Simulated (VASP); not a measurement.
# Be5Sn3 in VASP: further runs

Be5Sn3 is run at these levels: PBE; tasks: single point.

All numbers are computed with VASP 6.6.1; they aren't measurements. Logs are shortened: lines on timing, memory, paths and dates and some standing lists are left out, and cuts for length are marked.

## (1) The cell of the first run

The cell holds an amorphous packing of atoms, 16 atoms: a = 8.499 Å, b = 6.231 Å, c = 5.097 Å, α = 102.24°, β = 87.00°, γ = 107.97°.

## (2) Single point, PBE

INCAR reads:

```
PREC = Accurate ; ENCUT = 520
EDIFF = 1E-7 ; ISMEAR = -1
SIGMA = 0.05 ; LREAL = Auto
LASPH = T ; NELM = 60
ALGO = Normal ; ISIF = 2
LWAVE = F ; LCHARG = T
GGA = PE ; LELF = T
LVHAR = T ; NBANDS = 66
```

KPOINTS reads:

```
regular mesh
0
Gamma
  2 3 3
```

POSCAR reads:

```
Be5Sn3
1.0
    8.3043180000     -1.7986700000      0.2096760000
   -0.6162440000      6.1738580000     -0.5703500000
    0.0103080000     -0.6219150000      5.0586510000
Be Sn
10 6
Direct
    0.1360765544      0.2326400079      0.5265841112
    0.5561404274      0.9286525297      0.3783069182
    0.2883973566      0.0302554981      0.2319954903
    0.3705884058      0.2845048434      0.5782337708
    0.4960915689      0.7290252215     -0.0283010156
    0.1845074263      0.7166088420      0.0709699234
    1.0251019587      0.4158147121      0.8333017326
    0.7760501365      0.5422093657      0.9026145554
    0.2377731999      0.5204188147      0.7187338161
    0.7900706597      0.7765574712      0.7005123892
    0.2158777307      0.8964746756      0.6205680036
    0.2216395232      0.3309217328      0.0734817883
    0.6005354864      0.4770932686      0.3449955862
    0.9308987827      0.9849410457      0.2485925580
    0.6952739559      0.1301198761      0.9287510859
    0.9095021753      0.4692534137      0.3795416815
```

Potentials or basis: VASP PAW PBE potentials, release 64 (Be, Sn_d).

Started as:

```
> cat potpaw_PBE.64/Be/POTCAR potpaw_PBE.64/Sn_d/POTCAR > POTCAR
> mpirun -np 1 vasp_std > vasp.out
```

OUTCAR:

```text
PREC = Accurate
   ENCUT = 520
   EDIFF = 1E-7
   ISMEAR = -1
   LREAL = Auto
   LASPH = T
   NELM = 60
   ISIF = 2
   GGA = PE

 ion  position               nearest neighbor table
   1  0.136  0.233  0.527-   9 1.82   4 1.94   7 2.10  14 2.26   3 2.35  12 2.53  11 2.53  12 2.81
                            16 2.97
   2  0.556  0.929  0.378-   5 2.17  15 2.87  13 2.92  15 2.96  11 3.05
   3  0.288  0.030  0.232-   6 1.90   4 2.09  11 2.29   1 2.35  12 2.41  14 2.96
   4  0.371  0.285  0.578-   1 1.94   3 2.09   9 2.11  13 2.36  11 2.42  12 2.76  12 3.03
   5  0.496  0.729  0.972-   2 2.17  15 2.60  12 2.95  13 3.03
   6  0.185  0.717  0.071-   3 1.90   9 2.06   7 2.11  12 2.52  11 2.73  11 2.78  16 2.95
   7  0.025  0.416  0.833-   9 1.83   1 2.10   6 2.11  12 2.37  16 2.68  16 2.89  15 2.90
   8  0.776  0.542  0.903-  10 1.93  15 2.48  13 2.67  16 2.84  14 2.90  16 2.91
   9  0.238  0.520  0.719-   1 1.82   7 1.83   6 2.06   4 2.11  12 2.34  11 2.56
  10  0.790  0.777  0.701-   8 1.93  13 2.53  15 2.60  16 2.66  14 2.91  14 2.96
  11  0.216  0.896  0.621-   3 2.29   4 2.42   1 2.53   9 2.56   6 2.73   6 2.78   2 3.05  12 3.15
                            16 3.17  14 3.39
  12  0.222  0.331  0.073-   9 2.34   7 2.37   3 2.41   6 2.52   1 2.53   4 2.76   1 2.81   5 2.95
                            14 2.97   4 3.03  11 3.15  16 3.26  13 3.35
  13  0.601  0.477  0.345-   4 2.36  10 2.53  16 2.66   8 2.67   2 2.92  15 2.96   5 3.03  12 3.35
                            14 3.63
  14  0.931  0.985  0.249-   1 2.26   8 2.90  10 2.91   3 2.96  10 2.96  12 2.97  16 3.01  15 3.09
                            16 3.37  11 3.39  13 3.63
  15  0.695  0.130  0.929-   8 2.48   5 2.60  10 2.60   2 2.87   7 2.90  13 2.96   2 2.96  16 3.01
                            14 3.09
  16  0.910  0.469  0.380-  13 2.66  10 2.66   7 2.68   8 2.84   7 2.89   8 2.91   6 2.95   1 2.97
                            14 3.01  15 3.01  11 3.17  12 3.26  14 3.37

  LATTYP: Found a triclinic cell.
 ALAT       =     5.0967474395
 B/A-ratio  =     2.0883305846
 C/A-ratio  =     1.4057827781
 COS(alpha) =     0.0161571736
 COS(beta)  =     0.5270216943
 COS(gamma) =     0.5611816555

  Lattice vectors:

 A1 = (  -0.0103080000,   0.6219150000,  -5.0586510000)
 A2 = (   7.6777660000,   4.9971030000,  -5.4193250000)
 A3 = (   0.6059360000,  -5.5519430000,  -4.4883010000)

Analysis of symmetry for initial positions (statically):
=====================================================================
 Subroutine PRICEL returns:
 Original cell was already a primitive cell.

 Routine SETGRP: Setting up the symmetry group for a
 triclinic supercell.

 Subroutine GETGRP returns: Found  1 space group operations
 (whereof  1 operations were pure point group operations)
 out of a pool of  2 trial point group operations.

The static configuration has the point symmetry C_1 .

Analysis of symmetry for dynamics (positions and initial velocities):
=====================================================================
 Subroutine PRICEL returns:
 Original cell was already a primitive cell.

 Routine SETGRP: Setting up the symmetry group for a
 triclinic supercell.

 Subroutine GETGRP returns: Found  1 space group operations
 (whereof  1 operations were pure point group operations)
 out of a pool of  2 trial point group operations.

The dynamic configuration has the point symmetry C_1 .

 Subroutine INISYM returns: Found  1 space group operations
 (whereof  1 operations are pure point group operations),
 and found     1 'primitive' translations

----------------------------------------------------------------------------------------

                                     Primitive cell

  volume of cell :     250.8803

  direct lattice vectors                    reciprocal lattice vectors
     8.304318000 -1.798670000  0.209676000     0.123073378  0.012402267  0.001273959
    -0.616244000  6.173858000 -0.570350000     0.035747900  0.167436376  0.020511932
     0.010308000 -0.621915000  5.058651000    -0.001070783  0.018363963  0.199941024

  length of vectors
     8.499463232  6.230696461  5.096747439     0.123703256  0.172434311  0.200785445

  position of ions in fractional coordinates (direct lattice)
     0.136076554  0.232640008  0.526584111
     0.556140427  0.928652530  0.378306918
     0.288397357  0.030255498  0.231995490
     0.370588406  0.284504843  0.578233771
     0.496091569  0.729025222  0.971698984
     0.184507426  0.716608842  0.070969923
[... 8 lines left out ...]
     0.695273956  0.130119876  0.928751086
     0.909502175  0.469253414  0.379541682

  ion indices of the primitive-cell ions
   primitive index   ion index
                 1           1
                 2           2
                 3           3
                 4           4
                 5           5
                 6           6
[... 8 lines left out ...]
                15          15
                16          16

----------------------------------------------------------------------------------------

 KPOINTS: regular mesh

Automatic generation of k-mesh.
 Grid dimensions read from file:
 generate k-points for:    2    3    3

 Generating k-lattice:

  Cartesian coordinates                     Fractional coordinates (reciprocal lattice)
     0.061536689  0.006201133  0.000636980     0.500000000  0.000000000  0.000000000
     0.011915967  0.055812125  0.006837311    -0.000000000  0.333333333 -0.000000000
    -0.000356928  0.006121321  0.066647008    -0.000000000  0.000000000  0.333333333

  Length of vectors
     0.061851628  0.057478104  0.066928482

  Shift w.r.t. Gamma in fractional coordinates (k-lattice)
     0.000000000  0.000000000  0.000000000

 Subroutine IBZKPT returns following result:
 ===========================================

 Found     10 irreducible k-points:

 Following reciprocal coordinates:
            Coordinates               Weight
  0.000000  0.000000  0.000000      1.000000
  0.500000  0.000000  0.000000      1.000000
 -0.000000  0.333333  0.000000      2.000000
  0.500000  0.333333  0.000000      2.000000
 -0.000000  0.000000  0.333333      2.000000
  0.500000  0.000000  0.333333      2.000000
 -0.000000  0.333333  0.333333      2.000000
  0.500000  0.333333  0.333333      2.000000
  0.000000 -0.333333  0.333333      2.000000
  0.500000 -0.333333  0.333333      2.000000
   k-points           NKPTS =     10   k-points in BZ     NKDIM =     10   number of bands    NBANDS=     66
   number of dos      NEDOS =    301   number of ions     NIONS =     16
   total plane-waves  NPLWV = 122880
   dimension x,y,z NGX =    64 NGY =   48 NGZ =   40
   dimension x,y,z NGXF=   128 NGYF=   96 NGZF=   80
   ions per type =              10   6
   NGX,Y,Z   is equivalent  to a cutoff of  12.52, 12.81, 13.05 a.u.
   NGXF,Y,Z  is equivalent  to a cutoff of  25.04, 25.61, 26.09 a.u.
 SYSTEM =  unknown system
   PREC   = accura    normal or accurate (medium, high low for compatibility)
   ISTART =      0    job   : 0-new  1-cont  2-samecut
   ICHARG =      2    charge: 1-file 2-atom 10-const
   ISPIN  =      1    spin polarized calculation?
   LNONCOLLINEAR =      F non collinear calculations
   LSORBIT =      F    spin-orbit coupling
   LASPH  =      T    aspherical Exc in radial PAW
   ENCUT  =  520.0 eV  38.22 Ry    6.18 a.u.  15.80 11.58  9.48*2*pi/ulx,y,z
   NELM   =     60;   NELMIN=  2; NELMDL= -5     # of ELM steps
   EDIFF  = 0.1E-06   stopping-criterion for ELM
   LREAL  =      T    real-space projection
   EDIFFG = 0.1E-05   stopping-criterion for IOM
   NSW    =      0    number of steps for IOM
   IBRION =     -1    ionic relax: 0-MD 1-quasi-New 2-CG
   NFREE  =      0    steps in history (QN), initial steepest desc. (CG)
   ISIF   =      2    stress and relaxation
   ISYM   =      2    0-nonsym 1-usesym 2-fastsym
   POTIM  = 0.5000    time-step for ionic-motion
   TEBEG  =    0.0;   TEEND  =   0.0 temperature during run
   PSTRESS=    0.0 pullay stress
   NELECT =     104.0000    total number of electrons
   NUPDOWN=      -1.0000    fix difference up-down
   EMIN   =  10.00;   EMAX   =-10.00  energy-range for DOS
   EFERMI =   0.00;   METHOD = LEGACY
   ISMEAR =    -1;   SIGMA  =   0.05  broadening in eV -4-tet -1-fermi 0-gaus
   EFERMI_NEDOS =   21; number of points for ismear=-14 and -15
   IALGO  =     38    algorithm
   IMIX   =      4    mixing-type and parameters
     AMIX     =   0.40;   BMIX     =  1.00
     AMIX_MAG =   1.60;   BMIX_MAG =  1.00
  volume/ion in A,a.u.               =      15.68       105.81
  Fermi-wavevector in a.u.,A,eV,Ry     =   1.220667  2.306726 20.273051  1.490027
  Thomas-Fermi vector in A             =   2.355876
   LORBIT       =      0    0 simple, 1 ext, 2 COOP (PROOUT), +10 PAW based schemes
   GGA     = PE    functional components
   LHFCALC =     F    Hartree Fock is set to
   AEXX    =    0.0000 exact exchange contribution
   IVDW    =     0    specifies the selected vdW correction
   LEPSILON=     F    determine dielectric tensor
   LRPA    =     F    only Hartree local field effects (RPA)
 non-spin polarized calculation
  energy-cutoff  :      520.00
  volume of cell :      250.88
 maximum number of plane-waves:      6779
 NGX is ok and might be reduce to    64
   NGX = 31   NGY = 23   NGZ = 19

 number of electron     104.0000010 magnetization

 Free energy of the ion-electron system (eV)
  ---------------------------------------------------
  ext. energy  EPLUGINS =         0.00000000
  ---------------------------------------------------
  free energy    TOTEN  =       -47.84009431 eV

  energy without entropy =      -47.79100470  energy(sigma->0) =      -47.81554951

 E-fermi :   7.4238     XC(G=0): -10.2840

 val. band max:        7.4238232448   @ k =   0.0000  -0.3333   0.3333
 cond. band min:       7.4532996599   @ k =  -0.0000   0.3333   0.0000
 fundamental gap:      0.0294764152
 Fermi energy:         7.4238338194

 k-point     1 :       0.0000    0.0000    0.0000
  band No.  band energies     occupation
      1     -14.5655      2.00000
      2     -14.4502      2.00000
      3     -14.3746      2.00000
      4     -14.3558      2.00000
      5     -14.3251      2.00000
      6     -14.2993      2.00000
[... 659 lines left out ...]
     63      10.8039      0.00000
     64      11.0228      0.00000
 [bands above 64 left out]

------------------------ aborting loop because EDIFF is reached ----------------------------------------

  FORCE on cell =-STRESS in cart. coord.  units (eV):
  Direction    XX          YY          ZZ          XY          YZ          ZX
  --------------------------------------------------------------------------------------
  -------------------------------------------------------------------------------------
  Total       15.2501834     17.7783443     12.8118198      3.9679441      0.9273241      3.7678445
  in kB       97.3910660    113.5364644     81.8191331     25.3401740      5.9220984     24.0622939
  external PRESSURE =      97.5822212 kB  Pullay stress =       0.0000000 kB

 VOLUME and BASIS-vectors are now :
 -----------------------------------------------------------------------------
  energy-cutoff  :      520.00
  volume of cell :      250.88
      direct lattice vectors                 reciprocal lattice vectors
     8.304318000 -1.798670000  0.209676000     0.123073378  0.012402267  0.001273959
    -0.616244000  6.173858000 -0.570350000     0.035747900  0.167436376  0.020511932
     0.010308000 -0.621915000  5.058651000    -0.001070783  0.018363963  0.199941024

 POSITION                                       TOTAL-FORCE (eV/Angst)
 -----------------------------------------------------------------------------------
      0.99209      0.86404      2.55965        -0.630770     -0.822877     -0.037445
      4.04999      4.49778      1.50068        -0.188191      0.269575      0.244259
      2.37869     -0.47622      1.21680         1.235218      1.208522     -0.280131
      2.90812      0.73031      2.84052         1.228515      0.585071      0.544883
      3.68046      3.00428      4.60370        -0.429741     -0.608031     -0.294291
      1.09133      4.04824     -0.01102        -0.341367     -0.576774     -0.243839
[... 8 lines left out ...]
      5.70316     -1.02483      4.76980        -0.564688     -1.005066     -1.306160
      7.26753      1.02517      1.84303         2.210291      0.201563      1.021333
 -----------------------------------------------------------------------------------
    total drift:                                0.012793     -0.011756      0.001810

  FREE ENERGIE OF THE ION-ELECTRON SYSTEM (eV)
  ---------------------------------------------------
  free  energy   TOTEN  =       -47.8400943111 eV

  energy  without entropy=      -47.7910047032  energy(sigma->0) =      -47.81554951
```

Wall time 5.5 min (1 thread of Intel Xeon 6975P-C, shared host); peak memory 0.4 GiB.

Results:

- Free energy: -47.8401 eV
- Pressure: 9.8 GPa
- Largest force: 3.459 eV/Å
- Band gap on the k mesh: zero (band 52 reaches 7.58 eV, above the bottom of band 53 at 6.92 eV)

Forces on the atoms (eV/Å):
```
Be  -0.631 -0.823 -0.037
Be  -0.188  0.270  0.244
Be   1.235  1.209 -0.280
Be   1.229  0.585  0.545
Be  -0.430 -0.608 -0.294
Be  -0.341 -0.577 -0.244
Be  -3.146 -0.091  0.194
Be   0.303 -0.775  0.687
Be   2.633  2.230 -0.244
Be   0.082  1.688 -0.501
Sn   0.189 -1.661  1.119
Sn   1.659 -0.181  0.328
Sn  -2.508  1.443 -0.435
Sn  -1.732 -1.904 -0.798
Sn  -0.565 -1.005 -1.306
Sn   2.210  0.202  1.021
```

Caveat: the k points lie up to 0.42 Å⁻¹ apart; spin-orbit coupling is left out, which moves the levels of the heavy elements.

## (3) Single point, PBE

This run uses another cell than the first one, of 16.35 Å³/atom, 1.043 times its volume.

INCAR reads:

```
ALGO = Normal ; EDIFF = 1E-7
ENCUT = 520 ; GGA = PE
ISIF = 2 ; ISMEAR = -1
LASPH = T ; LCHARG = T
LELF = T ; LREAL = Auto
LVHAR = T ; LWAVE = F
NBANDS = 66 ; NELM = 80
PREC = Accurate ; SIGMA = 0.05
```

KPOINTS reads:

```
k-points
0
Gamma
  2 3 3
```

POSCAR reads:

```
Be5Sn3
1.0
    8.4211410000     -1.8239740000      0.2126260000
   -0.6249140000      6.2607110000     -0.5783730000
    0.0104530000     -0.6306640000      5.1298150000
Be Sn
10 6
Direct
    0.1508482840      0.2369869944      0.5064404100
    0.5436791805      0.9302088490      0.3910356130
    0.2894270259      0.0691387319      0.2474855848
    0.4188282691      0.2726811987      0.6076140491
    0.5000532981      0.7239525184     -0.0533116190
    0.1509178902      0.6999843960      0.0622038042
    0.9684593986      0.4025207653      0.8469064663
    0.7727065954      0.5297389393      0.9148653873
    0.2808961502      0.5289423763      0.7340867388
    0.7829319411      0.7489459583      0.6581407778
    0.2051044122      0.9007906522      0.6208279365
    0.2173750711      0.3310210046      0.0623301268
    0.5880674887      0.4609910476      0.3366038224
    0.9298894640      0.9737197220      0.2361805483
    0.7005426822      0.1320819977      0.9510366500
    0.9155486162      0.4826167217      0.3661108717
```

Potentials or basis: VASP PAW PBE potentials, release 64 (Be, Sn_d).

Started as:

```
> cat potpaw_PBE.64/Be/POTCAR potpaw_PBE.64/Sn_d/POTCAR > POTCAR
> mpirun -np 1 vasp_std > vasp.out
```

It took 5.6 min on 1 thread of Intel Xeon 6975P-C, shared host; peak memory 0.4 GiB.

The run converged. Its results:

- Free energy: -48.2201 eV
- Pressure: 5.4 GPa
- Largest force: 2.406 eV/Å
- Band gap on the k mesh: zero (band 52 reaches 7.10 eV, above the bottom of band 53 at 6.69 eV)

Forces on the atoms (eV/Å):
```
Be  -0.138  0.450  0.932
Be  -0.288  0.194  0.002
Be   0.843 -1.023 -0.546
Be  -1.064 -0.253  1.259
Be   0.399 -0.298  0.439
Be   0.453  0.645  0.175
Be   1.289 -0.560 -1.006
Be  -0.456  0.755  0.026
Be  -0.300  1.478 -0.756
Be  -0.116  1.238  0.365
Sn   0.287 -1.790  0.726
Sn   0.605  0.446 -0.113
Sn  -1.052  1.713 -1.322
Sn  -1.115 -1.173 -0.117
Sn  -0.857 -1.688 -1.416
Sn   1.509 -0.132  1.352
```

Stress tensor (GPa, compression positive):
```
 3.00  3.04  0.77
 3.04  6.25 -0.46
 0.77 -0.46  6.82
```

Levels at points of the mesh, in eV from the Fermi level:
```csv
k point,band 49,band 50,band 51,band 52,band 53,band 54,band 55,band 56
"(0.00, 0.00, 0.00)",-1.82,-1.64,-1.47,-0.33,-0.21,-0.10,0.89,1.40
"(0.50, 0.00, 0.00)",-1.05,-0.75,-0.47,-0.37,0.15,0.25,0.54,0.78
```

Caveat: the k points lie up to 0.41 Å⁻¹ apart; spin-orbit coupling is left out, which moves the levels of the heavy elements.

[end of part 1 of 2]
